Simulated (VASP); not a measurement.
# Rb2BaS2 (P-3m1) in VASP: a series of runs

Rb2BaS2 is run at these levels: PBE; tasks: single point.

All numbers are computed with VASP 6.6.1; they aren't measurements. Logs are shortened: lines on timing, memory, paths and dates and some standing lists are left out, and cuts for length are marked.

## Step 1: The cell of the first run

It takes space group P-3m1 (No. 164, trigonal). The conventional cell has a = 4.949 Å, b = 4.949 Å, c = 8.477 Å, α = 90.00°, β = 90.00°, γ = 120.00°. Rb (site symmetry 3m) has 4 S at 3.18 to 3.68 Å and 3 Rb at 3.67 Å within 4.2 Å. Within 4.4 Å of Ba (site symmetry -3m) lie 6 S at 3.33 Å and 6 Rb at 4.21 Å. S (site symmetry 3m) has 4 Rb at 3.18 to 3.68 Å and 3 Ba at 3.33 Å within 4.2 Å.

## Step 2: Single point, PBE

Input file INCAR:

```
PREC     = Accurate       # precision mode
ENCUT    = 520            # plane-wave cutoff, eV
EDIFF    = 1E-6           # SCF threshold, eV
ISMEAR   = 0              # smearing method
SIGMA    = 0.1            # smearing width, eV
LREAL    = False          # projectors in reciprocal space
LASPH    = True           # aspherical terms in the spheres
NELM     = 80             # most SCF steps
ALGO     = Normal         # electronic algorithm
ISIF     = 2              # what is computed and relaxed
LWAVE    = False          # write WAVECAR
LCHARG   = False          # write CHGCAR
GGA      = PE             # functional
NBANDS   = 28             # bands
```

Input file KPOINTS:

```
Automatic mesh
0
Gamma
  6 6 2
```

Input file POSCAR:

```
Rb2BaS2
1.0
    4.9485564558      0.0000000000      0.0000000000
   -2.4742782279      4.2855756028      0.0000000000
    0.0000000000      0.0000000000      8.4773504401
Rb Ba S
2 1 2
Direct
    0.6666666667      0.3333333333      0.3645724192
    0.3333333333      0.6666666667      0.6354275808
    0.0000000000      0.0000000000      0.0000000000
    0.6666666667      0.3333333333      0.7991546921
    0.3333333333      0.6666666667      0.2008453079
```

Potentials or basis: VASP PAW PBE potentials, release 64 (Rb_sv, Ba_sv, S).

Started as:

```
cat potpaw_PBE.64/Rb_sv/POTCAR potpaw_PBE.64/Ba_sv/POTCAR potpaw_PBE.64/S/POTCAR > POTCAR
mpirun -np 1 vasp_std > vasp.out
```

OUTCAR:

```text
PREC = Accurate
   ENCUT = 520
   EDIFF = 1E-6
   ISMEAR = 0
   LREAL = False
   LASPH = True
   NELM = 80
   ISIF = 2
   GGA = PE

 ion  position               nearest neighbor table
   1  0.667  0.333  0.365-   5 3.18   5 3.18   5 3.18   2 3.67   2 3.67   2 3.67   4 3.68   3 4.21
                             3 4.21   3 4.21
   2  0.333  0.667  0.635-   4 3.18   4 3.18   4 3.18   1 3.67   1 3.67   1 3.67   5 3.68   3 4.21
                             3 4.21   3 4.21
   3  0.000  0.000  0.000-   4 3.33   5 3.33   4 3.33   5 3.33   4 3.33   5 3.33   1 4.21   2 4.21
                             2 4.21   1 4.21   1 4.21   2 4.21
   4  0.667  0.333  0.799-   2 3.18   2 3.18   2 3.18   3 3.33   3 3.33   3 3.33   1 3.68
   5  0.333  0.667  0.201-   1 3.18   1 3.18   1 3.18   3 3.33   3 3.33   3 3.33   2 3.68

  LATTYP: Found a hexagonal cell.
 ALAT       =     4.9485564558
 C/A-ratio  =     1.7130956302

  Lattice vectors:

 A1 = (   4.9485564558,   0.0000000000,   0.0000000000)
 A2 = (  -2.4742782279,   4.2855756028,   0.0000000000)
 A3 = (   0.0000000000,   0.0000000000,   8.4773504401)

Analysis of symmetry for initial positions (statically):
=====================================================================
 Subroutine PRICEL returns:
 Original cell was already a primitive cell.

 Routine SETGRP: Setting up the symmetry group for a
 hexagonal supercell.

 Subroutine GETGRP returns: Found 12 space group operations
 (whereof 12 operations were pure point group operations)
 out of a pool of 24 trial point group operations.

The static configuration has the point symmetry D_3d.

Analysis of symmetry for dynamics (positions and initial velocities):
=====================================================================
 Subroutine PRICEL returns:
 Original cell was already a primitive cell.

 Routine SETGRP: Setting up the symmetry group for a
 hexagonal supercell.

 Subroutine GETGRP returns: Found 12 space group operations
 (whereof 12 operations were pure point group operations)
 out of a pool of 24 trial point group operations.

The dynamic configuration has the point symmetry D_3d.

 Subroutine INISYM returns: Found 12 space group operations
 (whereof 12 operations are pure point group operations),
 and found     1 'primitive' translations

----------------------------------------------------------------------------------------

                                     Primitive cell

  volume of cell :     179.7827

  direct lattice vectors                    reciprocal lattice vectors
     4.948556456  0.000000000  0.000000000     0.202079133  0.116670442  0.000000000
    -2.474278228  4.285575603  0.000000000     0.000000000  0.233340884  0.000000000
     0.000000000  0.000000000  8.477350440     0.000000000  0.000000000  0.117961385

  length of vectors
     4.948556456  4.948556456  8.477350440     0.233340884  0.233340884  0.117961385

  position of ions in fractional coordinates (direct lattice)
     0.666666667  0.333333333  0.364572419
     0.333333333  0.666666667  0.635427581
     0.000000000  0.000000000  0.000000000
     0.666666667  0.333333333  0.799154692
     0.333333333  0.666666667  0.200845308

  ion indices of the primitive-cell ions
   primitive index   ion index
                 1           1
                 2           2
                 3           3
                 4           4
                 5           5

----------------------------------------------------------------------------------------

 KPOINTS: Automatic mesh

Automatic generation of k-mesh.
 Grid dimensions read from file:
 generate k-points for:    6    6    2

 Generating k-lattice:

  Cartesian coordinates                     Fractional coordinates (reciprocal lattice)
     0.033679856  0.019445074  0.000000000     0.166666667 -0.000000000  0.000000000
     0.000000000  0.038890147  0.000000000     0.000000000  0.166666667  0.000000000
     0.000000000  0.000000000  0.058980693     0.000000000  0.000000000  0.500000000

  Length of vectors
     0.038890147  0.038890147  0.058980693

  Shift w.r.t. Gamma in fractional coordinates (k-lattice)
     0.000000000  0.000000000  0.000000000

 Subroutine IBZKPT returns following result:
 ===========================================

 Found     14 irreducible k-points:

 Following reciprocal coordinates:
            Coordinates               Weight
  0.000000  0.000000  0.000000      1.000000
  0.166667 -0.000000  0.000000      6.000000
  0.333333  0.000000  0.000000      6.000000
  0.500000  0.000000  0.000000      3.000000
  0.166667  0.166667  0.000000      6.000000
  0.333333  0.166667  0.000000     12.000000
  0.333333  0.333333  0.000000      2.000000
  0.000000  0.000000  0.500000      1.000000
  0.166667 -0.000000  0.500000      6.000000
  0.333333  0.000000  0.500000      6.000000
  0.500000  0.000000  0.500000      3.000000
  0.166667  0.166667  0.500000      6.000000
  0.333333  0.166667  0.500000     12.000000
  0.333333  0.333333  0.500000      2.000000
   k-points           NKPTS =     14   k-points in BZ     NKDIM =     14   number of bands    NBANDS=     28
   number of dos      NEDOS =    301   number of ions     NIONS =      5
   total plane-waves  NPLWV = 102400
   dimension x,y,z NGX =    40 NGY =   40 NGZ =   64
   dimension x,y,z NGXF=    80 NGYF=   80 NGZF=  128
   ions per type =               2   1   2
   NGX,Y,Z   is equivalent  to a cutoff of  13.44, 13.44, 12.55 a.u.
   NGXF,Y,Z  is equivalent  to a cutoff of  26.88, 26.88, 25.10 a.u.
 SYSTEM =  unknown system
   PREC   = accura    normal or accurate (medium, high low for compatibility)
   ISTART =      0    job   : 0-new  1-cont  2-samecut
   ICHARG =      2    charge: 1-file 2-atom 10-const
   ISPIN  =      1    spin polarized calculation?
   LNONCOLLINEAR =      F non collinear calculations
   LSORBIT =      F    spin-orbit coupling
   LASPH  =      T    aspherical Exc in radial PAW
   ENCUT  =  520.0 eV  38.22 Ry    6.18 a.u.   9.20  9.20 15.76*2*pi/ulx,y,z
   NELM   =     80;   NELMIN=  2; NELMDL= -5     # of ELM steps
   EDIFF  = 0.1E-05   stopping-criterion for ELM
   LREAL  =      F    real-space projection
   EDIFFG = 0.1E-04   stopping-criterion for IOM
   NSW    =      0    number of steps for IOM
   IBRION =     -1    ionic relax: 0-MD 1-quasi-New 2-CG
   NFREE  =      0    steps in history (QN), initial steepest desc. (CG)
   ISIF   =      2    stress and relaxation
   ISYM   =      2    0-nonsym 1-usesym 2-fastsym
   POTIM  = 0.5000    time-step for ionic-motion
   TEBEG  =    0.0;   TEEND  =   0.0 temperature during run
   PSTRESS=    0.0 pullay stress
   NELECT =      40.0000    total number of electrons
   NUPDOWN=      -1.0000    fix difference up-down
   EMIN   =  10.00;   EMAX   =-10.00  energy-range for DOS
   EFERMI =   0.00;   METHOD = LEGACY
   ISMEAR =     0;   SIGMA  =   0.10  broadening in eV -4-tet -1-fermi 0-gaus
   EFERMI_NEDOS =   21; number of points for ismear=-14 and -15
   IALGO  =     38    algorithm
   IMIX   =      4    mixing-type and parameters
     AMIX     =   0.40;   BMIX     =  1.00
     AMIX_MAG =   1.60;   BMIX_MAG =  1.00
  volume/ion in A,a.u.               =      35.96       242.65
  Fermi-wavevector in a.u.,A,eV,Ry     =   0.992001  1.874611 13.389037  0.984066
  Thomas-Fermi vector in A             =   2.123782
   LORBIT       =      0    0 simple, 1 ext, 2 COOP (PROOUT), +10 PAW based schemes
   GGA     = PE    functional components
   LHFCALC =     F    Hartree Fock is set to
   AEXX    =    0.0000 exact exchange contribution
   IVDW    =     0    specifies the selected vdW correction
   LEPSILON=     F    determine dielectric tensor
   LRPA    =     F    only Hartree local field effects (RPA)
 non-spin polarized calculation
 Gauss-broadening in eV      SIGMA  =   0.10
  energy-cutoff  :      520.00
  volume of cell :      179.78
 maximum number of plane-waves:      4868
 NGX is ok and might be reduce to    40
   NGX = 19   NGY = 19   NGZ = 31

 number of electron      39.9999999 magnetization

 Free energy of the ion-electron system (eV)
  ---------------------------------------------------
  ext. energy  EPLUGINS =         0.00000000
  ---------------------------------------------------
  free energy    TOTEN  =       -18.80220334 eV

  energy without entropy =      -18.80220334  energy(sigma->0) =      -18.80220334

 E-fermi :   1.0965     XC(G=0):  -7.8390

 val. band max:        0.6023217001   @ k =   0.1667   0.1667   0.5000
 cond. band min:       2.9540408050   @ k =   0.0000   0.0000   0.0000
 fundamental gap:      2.3517191049
 Fermi energy:         1.0964645075

 k-point     1 :       0.0000    0.0000    0.0000
  band No.  band energies     occupation
      1     -25.8066      2.00000
      2     -25.6343      2.00000
      3     -25.5263      2.00000
      4     -11.3228      2.00000
      5     -10.9019      2.00000
      6     -10.9019      2.00000
[... 20 lines left out ...]
     27       6.6341      0.00000
     28       6.6858      0.00000

 k-point     2 :       0.1667   -0.0000    0.0000
  band No.  band energies     occupation
      1     -25.8038      2.00000
      2     -25.6274      2.00000
      3     -25.5317      2.00000
      4     -11.2901      2.00000
      5     -11.0167      2.00000
      6     -10.9139      2.00000
[... 20 lines left out ...]
     27       6.4083      0.00000
     28       6.5850      0.00000

 k-point     3 :       0.3333    0.0000    0.0000
  band No.  band energies     occupation
      1     -25.7982      2.00000
      2     -25.6096      2.00000
      3     -25.5462      2.00000
      4     -11.2595      2.00000
      5     -11.1487      2.00000
      6     -10.9377      2.00000
[... 306 lines left out ...]
      3     -25.5585      2.00000
      4     -11.2827      2.00000
      5     -11.1293      2.00000
      6     -11.0193      2.00000
[... 20 lines left out ...]
     27       6.7703      0.00000
     28       7.0353      0.00000

 k-point    14 :       0.3333    0.3333    0.5000
  band No.  band energies     occupation
      1     -25.7942      2.00000
      2     -25.5766      2.00000
      3     -25.5766      2.00000
      4     -11.1867      2.00000
      5     -11.1867      2.00000
      6     -11.1112      2.00000
[... 20 lines left out ...]
     27       6.9402      0.00000
     28       6.9405      0.00000

------------------------ aborting loop because EDIFF is reached ----------------------------------------

  FORCE on cell =-STRESS in cart. coord.  units (eV):
  Direction    XX          YY          ZZ          XY          YZ          ZX
  --------------------------------------------------------------------------------------
  -------------------------------------------------------------------------------------
  Total        0.3025212      0.3025212      0.4489824      0.0000000      0.0000000      0.0000000
  in kB        2.6959923      2.6959923      4.0012169      0.0000000      0.0000000      0.0000000
  external PRESSURE =       3.1310671 kB  Pullay stress =       0.0000000 kB

 VOLUME and BASIS-vectors are now :
 -----------------------------------------------------------------------------
  energy-cutoff  :      520.00
  volume of cell :      179.78
      direct lattice vectors                 reciprocal lattice vectors
     4.948556456  0.000000000  0.000000000     0.202079133  0.116670442  0.000000000
    -2.474278228  4.285575603  0.000000000     0.000000000  0.233340884  0.000000000
     0.000000000  0.000000000  8.477350440     0.000000000  0.000000000  0.117961385

 POSITION                                       TOTAL-FORCE (eV/Angst)
 -----------------------------------------------------------------------------------
      2.47428      1.42853      3.09061        -0.000000      0.000000     -0.015218
     -0.00000      2.85705      5.38674         0.000000      0.000000      0.015218
      0.00000      0.00000      0.00000        -0.000000      0.000000     -0.000000
      2.47428      1.42853      6.77471         0.000000     -0.000000     -0.007998
     -0.00000      2.85705      1.70264        -0.000000      0.000000      0.007998
 -----------------------------------------------------------------------------------
    total drift:                                0.000000     -0.000000     -0.000000

  FREE ENERGIE OF THE ION-ELECTRON SYSTEM (eV)
  ---------------------------------------------------
  free  energy   TOTEN  =       -18.8022033376 eV

  energy  without entropy=      -18.8022033376  energy(sigma->0) =      -18.80220334
```

Wall time 94 s (1 thread of Intel Xeon Platinum 8488C (Sapphire Rapids), shared host); peak memory 0.34 GiB.

What came out:

| Quantity | Value |
| --- | --- |
| Free energy | -18.8022 eV |
| Pressure | 0.3 GPa |
| Largest force | 0.015 eV/Å |
| Band gap on the k mesh | 2.35 eV, indirect (least direct gap 2.51 eV) |

Forces on the atoms (eV/Å):
```
Rb   0.000  0.000 -0.015
Rb   0.000  0.000  0.015
Ba   0.000  0.000  0.000
S    0.000  0.000 -0.008
S    0.000  0.000  0.008
```

Caveat: spin-orbit coupling is left out, which moves the levels of the heavy elements. Expect the measured gap to be larger: semilocal functionals such as PBE lack the derivative discontinuity.

## Step 3: Single point, PBE

This run uses another cell than the first one, of 41.75 Å³/atom, 1.161 times its volume.

Input file INCAR:

```
PREC = Accurate ; ENCUT = 520
EDIFF = 1E-6 ; ISMEAR = 0
SIGMA = 0.1 ; LREAL = False
LASPH = True ; NELM = 60
ALGO = Normal ; ISIF = 2
LWAVE = False ; LCHARG = True
GGA = PE ; LELF = True
LVHAR = True ; NBANDS = 28
```

Input file KPOINTS:

```
regular mesh
0
Gamma
  6 6 2
```

Input file POSCAR:

```
Rb2BaS2
1.0
    5.1399040800      0.0000000000      0.0000000000
   -2.5699520400      4.4512875100      0.0000000000
    0.0000000000      0.0000000000      9.1249020600
Rb Ba S
2 1 2
Direct
    0.6666666700      0.3333333300      0.3759044400
    0.3333333300      0.6666666700      0.6240955600
    0.0000000000      0.0000000000      0.0000000000
    0.6666666700      0.3333333300      0.7219373600
    0.3333333300      0.6666666700      0.2780626400
```

Potentials or basis: VASP PAW PBE potentials, release 64 (Rb_sv, Ba_sv, S).

Started as:

```
cat potpaw_PBE.64/Rb_sv/POTCAR potpaw_PBE.64/Ba_sv/POTCAR potpaw_PBE.64/S/POTCAR > POTCAR
mpirun -np 1 vasp_std > vasp.out
```

Wall time 1.8 min (1 thread of Intel Xeon Platinum 8488C (Sapphire Rapids), shared host); peak memory 0.35 GiB.

Results (log left out):

| Property | Result |
| --- | --- |
| Free energy | -17.1792 eV |
| Pressure | -0.8 GPa |
| Largest force | 2.025 eV/Å |
| Band gap on the k mesh | 1.65 eV, indirect (least direct gap 1.94 eV) |

Forces in eV/Å, atoms in the order of the input:
```
Rb   0.000  0.000  0.003
Rb   0.000  0.000 -0.003
Ba   0.000  0.000  0.000
S    0.000  0.000  2.025
S    0.000  0.000 -2.025
```

Stress tensor (GPa, compression positive):
```
 0.08  0.00  0.00
 0.00  0.08  0.00
 0.00  0.00 -2.68
```

Levels at points of the mesh, in eV from the valence-band top:
```csv
k point,band 16,band 17,band 18,band 19,band 20,band 21,band 22,band 23,band 24,band 25
"(0.00, 0.00, 0.00)",-0.49,-0.30,-0.30,-0.29,-0.29,1.65,2.82,2.95,2.95,3.96
"(0.50, 0.00, 0.00)",-0.72,-0.63,-0.30,-0.27,0.00,1.98,3.67,3.72,3.91,3.93
"(0.00, 0.00, 0.50)",-0.43,-0.43,-0.40,-0.13,-0.13,2.13,3.00,3.00,3.12,3.44
"(0.50, 0.00, 0.50)",-0.60,-0.43,-0.38,-0.15,-0.13,2.11,3.61,3.84,3.85,3.93
```

Caveat: spin-orbit coupling is left out, which moves the levels of the heavy elements; forces of over 1 eV/Å act on the atoms, so gaps and moduli don't describe the material at rest.

(Continued in part 2 of 2.)
